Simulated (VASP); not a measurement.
# InGa15As16 (a cell with a defect) in VASP: single point with PBEsol

Aim: the single point of InGa15As16 (a cell with a defect) with PBEsol.

Program: VASP 6.6.1. These are calculated values, not measurements. Logs are shortened: lines on timing, memory, paths and dates and some standing lists are left out, and cuts for length are marked.

## 1. The cell of the first run

The cell holds a defect, 32 atoms: a = 9.800 Å, b = 9.800 Å, c = 9.800 Å, α = 109.47°, β = 109.47°, γ = 109.47°.

## 2. Single point, PBEsol

INCAR

```
SYSTEM = InGa15As16
PREC = Accurate
ENCUT = 520
EDIFF = 1E-7
ISMEAR = 0
SIGMA = 0.02
LREAL = Auto
LASPH = .True.
NELM = 60
ALGO = Normal
ISIF = 2
LWAVE = .False.
LCHARG = .True.
GGA = PS
LELF = .True.
LVHAR = .True.
NBANDS = 166
```

KPOINTS

```
Automatic mesh
0
Gamma
  2 2 2
  0.5 0.5 0.5
```

POSCAR

```
InGa15As16
1.0
    5.6578590059     -5.6578590059      5.6578590059
   -5.6578590059     -5.6578590059     -5.6578590059
    5.6578590059      5.6578590059     -5.6578590059
In Ga As
1 15 16
Direct
    0.2500000000      0.2500000000      0.5000000000
    0.5018876332      0.2500000000      0.2477716640
    0.5018876332     -0.0022283360      0.5000000000
    0.7500000000      0.2500000000      0.0000000000
    0.7458840308     -0.0018876332      0.2481123668
    0.7500000000      0.7500000000      0.5000000000
   -0.0022283360      0.2500000000      0.7518876332
   -0.0018876332      0.9981123668     -0.0041159692
   -0.0018876332      0.7458840308      0.2481123668
   -0.0022283360      0.5018876332      0.5000000000
    0.2500000000     -0.0022283360      0.7518876332
    0.2500000000      0.7500000000      0.0000000000
    0.2500000000      0.5018876332      0.2477716640
    0.5022283360      0.7541159692      0.7522283360
    0.5022283360      0.5022283360      0.0041159692
    0.7541159692      0.5022283360      0.7522283360
    0.5133293864      0.5133293864      0.7633293864
    0.7486202935      0.5007951773      0.5000000000
    0.7486202935      0.2500000000      0.7507951773
   -0.0007951773      0.4978251162      0.2492048227
   -0.0133293864      0.2500000000      0.5000000000
   -0.0007951773     -0.0007951773      0.7478251162
    0.2500000000      0.5007951773     -0.0013797065
    0.2500000000      0.2500000000      0.2366706136
    0.2500000000     -0.0133293864      0.5000000000
    0.2500000000      0.7486202935      0.7507951773
    0.5007951773      0.2500000000     -0.0013797065
    0.4978251162     -0.0007951773      0.2492048227
    0.5007951773      0.7486202935      0.5000000000
    0.7513797065      0.0021748838      0.0013797065
    0.7513797065      0.7513797065      0.2521748838
    0.0021748838      0.7513797065      0.0013797065
```

Potentials or basis: VASP PAW PBE potentials, release 64 (In_d, Ga_d, As).

Launch:

```console
$ cat potpaw_PBE.64/In_d/POTCAR potpaw_PBE.64/Ga_d/POTCAR potpaw_PBE.64/As/POTCAR > POTCAR
$ mpirun -np 1 vasp_std > vasp.out
```

OUTCAR:

```text
SYSTEM = InGa15As16
   PREC = Accurate
   ENCUT = 520
   EDIFF = 1E-7
   ISMEAR = 0
   LREAL = Auto
   LASPH = .True.
   NELM = 60
   ISIF = 2
   GGA = PS

 ion  position               nearest neighbor table
   1  0.250  0.250  0.500-  17 2.58  21 2.58  24 2.58  25 2.58
   2  0.502  0.250  0.248-  24 2.43  27 2.44  18 2.45  28 2.45
   3  0.502  0.998  0.500-  25 2.43  29 2.44  28 2.45  19 2.45
   4  0.750  0.250  0.000-  19 2.44  20 2.44  27 2.44  30 2.44
   5  0.746  0.998  0.248-  21 2.43  28 2.44  30 2.45  31 2.45
   6  0.750  0.750  0.500-  18 2.44  22 2.44  29 2.44  31 2.44
[... 24 lines left out ...]
  31  0.751  0.751  0.252-   6 2.44  15 2.44   9 2.45   5 2.45
  32  0.002  0.751  0.001-  12 2.44  16 2.44   9 2.45   8 2.45

  LATTYP: Found a body centered cubic cell.
 ALAT       =    11.3157180118

  Lattice vectors:

 A1 = (   5.6578590059,  -5.6578590059,   5.6578590059)
 A2 = (  -5.6578590059,  -5.6578590059,  -5.6578590059)
 A3 = (   5.6578590059,   5.6578590059,  -5.6578590059)

Analysis of symmetry for initial positions (statically):
=====================================================================
 Subroutine PRICEL returns:
 Original cell was already a primitive cell.

 Routine SETGRP: Setting up the symmetry group for a
 body centered cubic supercell.

 Subroutine GETGRP returns: Found 24 space group operations
 (whereof  2 operations were pure point group operations)
 out of a pool of 48 trial point group operations.

The static configuration has the point symmetry C_1h.
 The point group associated with its full space group is T_d .

Analysis of symmetry for dynamics (positions and initial velocities):
=====================================================================
 Subroutine PRICEL returns:
 Original cell was already a primitive cell.

 Routine SETGRP: Setting up the symmetry group for a
 body centered cubic supercell.

 Subroutine GETGRP returns: Found 24 space group operations
 (whereof  2 operations were pure point group operations)
 out of a pool of 48 trial point group operations.

The dynamic configuration has the point symmetry C_1h.
 The point group associated with its full space group is T_d .

 Subroutine INISYM returns: Found 24 space group operations
 (whereof  2 operations are pure point group operations),
 and found     1 'primitive' translations

----------------------------------------------------------------------------------------

                                     Primitive cell

  volume of cell :     724.4632

  direct lattice vectors                    reciprocal lattice vectors
     5.657859006 -5.657859006  5.657859006     0.088372651 -0.088372651  0.000000000
    -5.657859006 -5.657859006 -5.657859006     0.000000000 -0.088372651 -0.088372651
     5.657859006  5.657859006 -5.657859006     0.088372651  0.000000000 -0.088372651

  length of vectors
     9.799699260  9.799699260  9.799699260     0.124977802  0.124977802  0.124977802

  position of ions in fractional coordinates (direct lattice)
     0.250000000  0.250000000  0.500000000
     0.501887633  0.250000000  0.247771664
     0.501887633  0.997771664  0.500000000
     0.750000000  0.250000000  0.000000000
     0.745884031  0.998112367  0.248112367
     0.750000000  0.750000000  0.500000000
[... 24 lines left out ...]
     0.751379707  0.751379707  0.252174884
     0.002174884  0.751379707  0.001379707

  ion indices of the primitive-cell ions
   primitive index   ion index
                 1           1
                 2           2
                 3           3
                 4           4
                 5           5
                 6           6
[... 24 lines left out ...]
                31          31
                32          32

----------------------------------------------------------------------------------------

 KPOINTS: Automatic mesh

Automatic generation of k-mesh.
 Grid dimensions read from file:
 generate k-points for:    2    2    2

 Generating k-lattice:

  Cartesian coordinates                     Fractional coordinates (reciprocal lattice)
     0.044186326 -0.044186326  0.000000000     0.500000000  0.000000000  0.000000000
     0.000000000 -0.044186326 -0.044186326     0.000000000  0.500000000  0.000000000
     0.044186326  0.000000000 -0.044186326     0.000000000  0.000000000  0.500000000

  Length of vectors
     0.062488901  0.062488901  0.062488901

  Shift w.r.t. Gamma in fractional coordinates (k-lattice)
     0.500000000  0.500000000  0.500000000

 Subroutine IBZKPT returns following result:
 ===========================================

 Found      2 irreducible k-points:

 Following reciprocal coordinates:
            Coordinates               Weight
  0.250000  0.250000  0.250000      2.000000
 -0.250000  0.250000  0.250000      6.000000
   k-points           NKPTS =      2   k-points in BZ     NKDIM =      2   number of bands    NBANDS=    166
   number of dos      NEDOS =    301   number of ions     NIONS =     32
   total plane-waves  NPLWV = 512000
   dimension x,y,z NGX =    80 NGY =   80 NGZ =   80
   dimension x,y,z NGXF=   160 NGYF=  160 NGZF=  160
   ions per type =               1  15  16
   NGX,Y,Z   is equivalent  to a cutoff of  13.57, 13.57, 13.57 a.u.
   NGXF,Y,Z  is equivalent  to a cutoff of  27.14, 27.14, 27.14 a.u.
 SYSTEM =  InGa15As16
   PREC   = accura    normal or accurate (medium, high low for compatibility)
   ISTART =      0    job   : 0-new  1-cont  2-samecut
   ICHARG =      2    charge: 1-file 2-atom 10-const
   ISPIN  =      1    spin polarized calculation?
   LNONCOLLINEAR =      F non collinear calculations
   LSORBIT =      F    spin-orbit coupling
   LASPH  =      T    aspherical Exc in radial PAW
   ENCUT  =  520.0 eV  38.22 Ry    6.18 a.u.  18.22 18.22 18.22*2*pi/ulx,y,z
   NELM   =     60;   NELMIN=  2; NELMDL= -5     # of ELM steps
   EDIFF  = 0.1E-06   stopping-criterion for ELM
   LREAL  =      T    real-space projection
   EDIFFG = 0.1E-05   stopping-criterion for IOM
   NSW    =      0    number of steps for IOM
   IBRION =     -1    ionic relax: 0-MD 1-quasi-New 2-CG
   NFREE  =      0    steps in history (QN), initial steepest desc. (CG)
   ISIF   =      2    stress and relaxation
   ISYM   =      2    0-nonsym 1-usesym 2-fastsym
   POTIM  = 0.5000    time-step for ionic-motion
   TEBEG  =    0.0;   TEEND  =   0.0 temperature during run
   PSTRESS=    0.0 pullay stress
   NELECT =     288.0000    total number of electrons
   NUPDOWN=      -1.0000    fix difference up-down
   EMIN   =  10.00;   EMAX   =-10.00  energy-range for DOS
   EFERMI =   0.00;   METHOD = LEGACY
   ISMEAR =     0;   SIGMA  =   0.02  broadening in eV -4-tet -1-fermi 0-gaus
   EFERMI_NEDOS =   21; number of points for ismear=-14 and -15
   IALGO  =     38    algorithm
   IMIX   =      4    mixing-type and parameters
     AMIX     =   0.40;   BMIX     =  1.00
     AMIX_MAG =   1.60;   BMIX_MAG =  1.00
  volume/ion in A,a.u.               =      22.64       152.78
  Fermi-wavevector in a.u.,A,eV,Ry     =   1.203742  2.274743 19.714783  1.448996
  Thomas-Fermi vector in A             =   2.339487
   LORBIT       =      0    0 simple, 1 ext, 2 COOP (PROOUT), +10 PAW based schemes
   GGA     = PS    functional components
   LHFCALC =     F    Hartree Fock is set to
   AEXX    =    0.0000 exact exchange contribution
   IVDW    =     0    specifies the selected vdW correction
   LEPSILON=     F    determine dielectric tensor
   LRPA    =     F    only Hartree local field effects (RPA)
 non-spin polarized calculation
 Gauss-broadening in eV      SIGMA  =   0.02
  energy-cutoff  :      520.00
  volume of cell :      724.46
 maximum number of plane-waves:     19512
 NGX is ok and might be reduce to    80
   NGX = 37   NGY = 37   NGZ = 37

 number of electron     287.9999992 magnetization

 Free energy of the ion-electron system (eV)
  ---------------------------------------------------
  ext. energy  EPLUGINS =         0.00000000
  ---------------------------------------------------
  free energy    TOTEN  =      -144.67767847 eV

  energy without entropy =     -144.67767847  energy(sigma->0) =     -144.67767847

 E-fermi :   3.5086     XC(G=0):  -9.7897

 val. band max:        3.3604222788   @ k =   0.2500   0.2500   0.2500
 cond. band min:       5.3158461869   @ k =  -0.2500   0.2500   0.2500
 fundamental gap:      1.9554239081
 Fermi energy:         3.5085734526

 k-point     1 :       0.2500    0.2500    0.2500
  band No.  band energies     occupation
      1     -10.9342      2.00000
      2     -10.9311      2.00000
      3     -10.9311      2.00000
      4     -10.9311      2.00000
      5     -10.9299      2.00000
      6     -10.9299      2.00000
[... 148 lines left out ...]
    155       6.1393      0.00000
    156       6.1393      0.00000

 k-point     2 :      -0.2500    0.2500    0.2500
  band No.  band energies     occupation
      1     -10.9427      2.00000
      2     -10.9427      2.00000
      3     -10.9371      2.00000
      4     -10.9309      2.00000
      5     -10.9287      2.00000
      6     -10.9287      2.00000
[... 148 lines left out ...]
    155       6.6550      0.00000
    156       6.9198      0.00000
 [bands above 156 left out]

------------------------ aborting loop because EDIFF is reached ----------------------------------------

  FORCE on cell =-STRESS in cart. coord.  units (eV):
  Direction    XX          YY          ZZ          XY          YZ          ZX
  --------------------------------------------------------------------------------------
  -------------------------------------------------------------------------------------
  Total        5.4190676      5.4190676      5.4190676      0.0000000      0.0000000     -0.0000000
  in kB       11.9844692     11.9844692     11.9844692      0.0000000      0.0000000     -0.0000000
  external PRESSURE =      11.9844692 kB  Pullay stress =       0.0000000 kB

 VOLUME and BASIS-vectors are now :
 -----------------------------------------------------------------------------
  energy-cutoff  :      520.00
  volume of cell :      724.46
      direct lattice vectors                 reciprocal lattice vectors
     5.657859006 -5.657859006  5.657859006     0.088372651 -0.088372651  0.000000000
    -5.657859006 -5.657859006 -5.657859006     0.000000000 -0.088372651 -0.088372651
     5.657859006  5.657859006 -5.657859006     0.088372651  0.000000000 -0.088372651

 POSITION                                       TOTAL-FORCE (eV/Angst)
 -----------------------------------------------------------------------------------
      2.82893      0.00000     -2.82893         0.000000      0.000000     -0.000000
      2.82700     -2.85222      0.02329        -0.004041      0.004069     -0.004069
      0.02329     -5.65593     -5.63457        -0.004069      0.004041     -0.004069
      2.82893     -5.65786      2.82893         0.000000      0.000000     -0.000000
     -0.02329     -8.46350     -2.83086         0.004069     -0.004069     -0.004041
      2.82893     -5.65786     -2.82893         0.000000      0.000000     -0.000000
[... 24 lines left out ...]
      1.42677     -7.07563     -1.42677         0.004812      0.000863     -0.004812
     -4.23109     -4.25570     -4.24670         0.004812     -0.004812      0.000863
 -----------------------------------------------------------------------------------
    total drift:                                0.000009     -0.000010     -0.000009

  FREE ENERGIE OF THE ION-ELECTRON SYSTEM (eV)
  ---------------------------------------------------
  free  energy   TOTEN  =      -144.6776784739 eV

  energy  without entropy=     -144.6776784739  energy(sigma->0) =     -144.67767847
```

Wall time 22 min (1 thread of AMD EPYC 7R43 (Zen 3), shared host); peak memory 1 GiB.

Results:

```
Free energy            : -144.6777 eV
Pressure               : 1.2 GPa
Largest force          : 0.028 eV/Å
Band gap on the k mesh : 1.96 eV
```

Forces in eV/Å, atoms in the order of the input:
```
In   0.000  0.000  0.000
Ga  -0.004  0.004 -0.004
Ga  -0.004  0.004 -0.004
Ga   0.000  0.000  0.000
Ga   0.004 -0.004 -0.004
Ga   0.000  0.000  0.000
Ga  -0.004 -0.004  0.004
Ga   0.004 -0.004 -0.004
Ga   0.004 -0.004 -0.004
Ga   0.004  0.004  0.004
Ga  -0.004 -0.004  0.004
Ga   0.000  0.000  0.000
Ga   0.004  0.004  0.004
Ga   0.004  0.004  0.004
Ga  -0.004 -0.004  0.004
Ga  -0.004  0.004 -0.004
As   0.016 -0.016 -0.016
As  -0.005 -0.001 -0.005
As   0.001  0.005 -0.005
As  -0.001  0.005  0.005
As  -0.016  0.016 -0.016
As  -0.005  0.001  0.005
As  -0.005 -0.005 -0.001
As  -0.016 -0.016  0.016
As   0.016  0.016  0.016
As   0.005  0.005 -0.001
As   0.001 -0.005  0.005
As  -0.005  0.005  0.001
As   0.005 -0.001  0.005
As  -0.001 -0.005 -0.005
As   0.005  0.001 -0.005
As   0.005 -0.005  0.001
```

Caveat: the PAW data sets were made with another functional, which shifts forces and pressure a little; spin-orbit coupling is left out, which moves the levels of the heavy elements.
